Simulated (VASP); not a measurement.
# Cr (P6/mmm) in VASP: a series of runs, part 2 of 2

VASP 6.6.1.

## 3. Single point, r2SCAN (10.66 Å³/atom)

This run uses another cell than the first one, of 10.66 Å³/atom.

POSCAR

```
Cr
1.0
    4.0903593276      0.0000000000      0.0000000000
   -2.0451796638      3.5423550883      0.0000000000
    0.0000000000      0.0000000000      2.2070381233
Cr
3
Direct
    0.0000000000      1.0000000000      0.0000000000
    0.3333333333      0.6666666667      0.5000000000
    0.6666666667      0.3333333333      0.5000000000
```

INCAR.step1

```
SYSTEM = Cr
ALGO = Normal
EDIFF = 1E-5
ENCUT = 770
GGA = PE
GGA_COMPAT = .False.
ISMEAR = -1
LASPH = .True.
LCHARG = .False.
LREAL = .False.
LWAVE = .True.
NBANDS = 28
NELM = 120
PREC = Accurate
SIGMA = 0.1
```

INCAR.step2

```
SYSTEM = Cr
ALGO = Normal
EDIFF = 1E-6
ENCUT = 770
GGA_COMPAT = .False.
ISIF = 2
ISMEAR = -1
ISTART = 1
LASPH = .True.
LCHARG = .False.
LMIXTAU = .True.
LREAL = .False.
LWAVE = .False.
METAGGA = R2SCAN
NBANDS = 28
NELM = 120
PREC = Accurate
SIGMA = 0.1
```

KPOINTS

```
k-points
0
Gamma
  10 10 15
  0 0 0
```

Potentials or basis: VASP PAW PBE potentials, release 64 (Cr_sv).

On the command line:

```
cat potpaw_PBE.64/Cr_sv/POTCAR > POTCAR
cp INCAR.step1 INCAR
mpirun -np 1 vasp_std > vasp.out
cp INCAR.step2 INCAR
mpirun -np 1 vasp_std > vasp.out
```

OUTCAR:

```text
SYSTEM = Cr
   EDIFF = 1E-6
   ENCUT = 770
   ISIF = 2
   ISMEAR = -1
   ISTART = 1
   LASPH = .True.
   LREAL = .False.
   METAGGA = R2SCAN
   NELM = 120
   PREC = Accurate

 ion  position               nearest neighbor table
   1  0.000  0.000  0.000-   2 2.61   3 2.61   2 2.61   3 2.61   2 2.61   2 2.61   3 2.61   3 2.61
                             3 2.61   3 2.61   2 2.61   2 2.61
   2  0.333  0.667  0.500-   3 2.36   3 2.36   3 2.36   1 2.61   1 2.61   1 2.61   1 2.61   1 2.61
                             1 2.61
   3  0.667  0.333  0.500-   2 2.36   2 2.36   2 2.36   1 2.61   1 2.61   1 2.61   1 2.61   1 2.61
                             1 2.61

  LATTYP: Found a hexagonal cell.
[... 942 lines left out ...]
  --------------------------------------------------------------------------------------
  -------------------------------------------------------------------------------------
  Total        4.7267429      4.7267429      5.1876738      0.0000000     -0.0000000      0.0000000
  in kB      236.8149796    236.8149796    259.9081246      0.0000000     -0.0000000      0.0000000
  external PRESSURE =     244.5126946 kB  Pullay stress =       0.0000000 kB

 VOLUME and BASIS-vectors are now :
 -----------------------------------------------------------------------------
  energy-cutoff  :      770.00
  volume of cell :       31.98
      direct lattice vectors                 reciprocal lattice vectors
     4.090359328  0.000000000  0.000000000     0.244477299  0.141149034  0.000000000
    -2.045179664  3.542355088  0.000000000     0.000000000  0.282298069  0.000000000
     0.000000000  0.000000000  2.207038123     0.000000000  0.000000000  0.453095934

 POSITION                                       TOTAL-FORCE (eV/Angst)
 -----------------------------------------------------------------------------------
      0.00000      0.00000      0.00000        -0.000000      0.000000      0.000000
     -0.00000      2.36157      1.10352         0.000000      0.000000      0.000000
      2.04518      1.18079      1.10352        -0.000000      0.000000     -0.000000
 -----------------------------------------------------------------------------------
    total drift:                                0.000000      0.000000      0.000000

  FREE ENERGIE OF THE ION-ELECTRON SYSTEM (eV)
  ---------------------------------------------------
  free  energy   TOTEN  =       -43.3041263306 eV

  energy  without entropy=      -43.1676359249  energy(sigma->0) =      -43.23588113
```

OSZICAR.step1:

```text
N       E                     dE             d eps       ncg     rms          rms(c)
DAV:   1     0.104762906720E+04    0.10476E+04   -0.27629E+04  7288   0.544E+03
DAV:   2     0.729113067498E+02   -0.97472E+03   -0.95809E+03  7288   0.110E+03
DAV:   3    -0.165506835178E+02   -0.89462E+02   -0.85834E+02  8160   0.417E+02
DAV:   4    -0.279490478425E+02   -0.11398E+02   -0.11090E+02 11236   0.122E+02
DAV:   5    -0.306511066425E+02   -0.27021E+01   -0.26933E+01 11412   0.377E+01    0.257E+01
DAV:   6    -0.272513469120E+02    0.33998E+01   -0.27734E+01 11580   0.895E+01    0.552E+00
DAV:   7    -0.275445523552E+02   -0.29321E+00   -0.29177E+00 12396   0.207E+01    0.528E+00
DAV:   8    -0.275223287398E+02    0.22224E-01   -0.10277E+00 12376   0.148E+01    0.388E+00
DAV:   9    -0.275626504196E+02   -0.40322E-01   -0.34500E-01 12420   0.929E+00    0.852E-01
DAV:  10    -0.275596772197E+02    0.29732E-02   -0.55665E-02 12316   0.440E+00    0.199E-01
DAV:  11    -0.275598634890E+02   -0.18627E-03   -0.53878E-03 10208   0.807E-01    0.169E-01
DAV:  12    -0.275598116719E+02    0.51817E-04   -0.11719E-03 12152   0.281E-01    0.661E-02
DAV:  13    -0.275597909889E+02    0.20683E-04   -0.18528E-04  8948   0.157E-01    0.122E-02
DAV:  14    -0.275597935949E+02   -0.26061E-05   -0.33973E-05  5996   0.535E-02
   1 F= -.27559794E+02 E0= -.27488769E+02  d E =-.142050E+00
```

It took 14 min on 1 thread of Intel Xeon Platinum 8175M at 2.50GHz (Skylake/Cascade Lake), shared host; peak memory 0.27 GiB.

Results:

```yaml
Free_energy: -43.3041 eV
Pressure: 24.5 GPa
Band_gap_on_the_k_mesh: zero (bands 21 and 22 overlap by 0.79 eV)
```

Levels at points of the mesh, in eV from the Fermi level:
| k point | band 18 | band 19 | band 20 | band 21 | band 22 | band 23 | band 24 | band 25 |
| --- | --- | --- | --- | --- | --- | --- | --- | --- |
| (0.00, 0.00, 0.00) | -2.54 | -2.54 | -2.30 | -0.41 | -0.41 | 1.68 | 1.68 | 1.75 |
| (0.50, 0.00, 0.00) | -2.44 | -2.26 | -2.01 | 0.38 | 1.01 | 1.63 | 1.84 | 1.91 |

Caveat: the cell stands under pressure; the PAW data sets were made with another functional, which shifts forces and pressure a little; the run has no spin polarisation, though such a crystal can be magnetic. Spin polarisation is off, so any magnetic state and its effect on volume and gap are missing.

## 4. Single point, r2SCAN (12.51 Å³/atom)

This run uses another cell than the first one, of 12.51 Å³/atom.

POSCAR

```
Cr
1.0
    4.3149268478      0.0000000000      0.0000000000
   -2.1574634239      3.7368362657      0.0000000000
    0.0000000000      0.0000000000      2.3282081817
Cr
3
Direct
    0.0000000000      1.0000000000      0.0000000000
    0.3333333333      0.6666666667      0.5000000000
    0.6666666667      0.3333333333      0.5000000000
```

INCAR.step1

```
SYSTEM = Cr
  PREC = Accurate
  ENCUT = 770
  ISMEAR = -1
  SIGMA = 0.1
  LREAL = .False.
  LASPH = .True.
  NELM = 120
  NBANDS = 28
  GGA = PE
  ALGO = Normal
  EDIFF = 1E-5
  LWAVE = .True.
  LCHARG = .False.
  GGA_COMPAT = .False.
```

INCAR.step2

```
SYSTEM = Cr
  PREC = Accurate
  ENCUT = 770
  EDIFF = 1E-6
  ISMEAR = -1
  SIGMA = 0.1
  LREAL = .False.
  LASPH = .True.
  NELM = 120
  ALGO = Normal
  ISIF = 2
  LWAVE = .False.
  LCHARG = .False.
  METAGGA = R2SCAN
  LMIXTAU = .True.
  NBANDS = 28
  ISTART = 1
  GGA_COMPAT = .False.
```

KPOINTS

```
Automatic mesh
0
Gamma
  10 10 15
  0 0 0
```

On the command line:

```
cat potpaw_PBE.64/Cr_sv/POTCAR > POTCAR
cp INCAR.step1 INCAR
mpirun -np 1 vasp_std > vasp.out
cp INCAR.step2 INCAR
mpirun -np 1 vasp_std > vasp.out
```

Wall time 12 min (1 thread of Intel Xeon Platinum 8259CL at 2.50GHz (Skylake/Cascade Lake), shared host); peak memory 0.3 GiB.

The run converged. Its results:

| Item | Value |
| --- | --- |
| Free energy | -43.3330 eV |
| Pressure | -17.3 GPa |
| Band gap on the k mesh | zero (bands 21 and 22 overlap by 0.51 eV) |

Levels at points of the mesh, in eV from the Fermi level:
| k point | band 19 | band 20 | band 21 | band 22 | band 23 | band 24 |
| --- | --- | --- | --- | --- | --- | --- |
| (0.00, 0.00, 0.00) | -2.16 | -1.92 | -0.29 | -0.29 | 1.43 | 1.43 |
| (0.50, 0.00, 0.00) | -1.90 | -1.57 | 0.05 | 0.90 | 1.29 | 1.55 |

Caveat: the cell stands under tension; the PAW data sets were made with another functional, which shifts forces and pressure a little; the run has no spin polarisation, though such a crystal can be magnetic.

## 5. Overview

| cell | gap on the mesh (eV) | pressure (GPa) |
| --- | --- | --- |
| a = 4.206, b = 4.206, c = 2.269 Å, angles 90.0, 90.0, 120.0°, 3 atoms | none | -0.7 |
| a = 4.090, b = 4.090, c = 2.207 Å, angles 90.0, 90.0, 120.0°, 3 atoms | none | 24.5 |
| a = 4.315, b = 4.315, c = 2.328 Å, angles 90.0, 90.0, 120.0°, 3 atoms | none | -17.3 |

Alike in all rows: task single point; level r2SCAN; potentials or basis VASP PAW PBE potentials, release 64 (Cr_sv); no spin polarisation; k mesh 10 × 10 × 15; cutoff (eV) 770; smearing fermi-dirac 0.1 eV.

Caveats: the PAW data sets were made with another functional, which shifts forces and pressure a little; the run has no spin polarisation, though such a crystal can be magnetic; the cell stands under pressure (at least some runs); the cell stands under tension (at least some runs).

Total energies depend on the potentials used, so only differences within one code and one set of settings carry meaning.
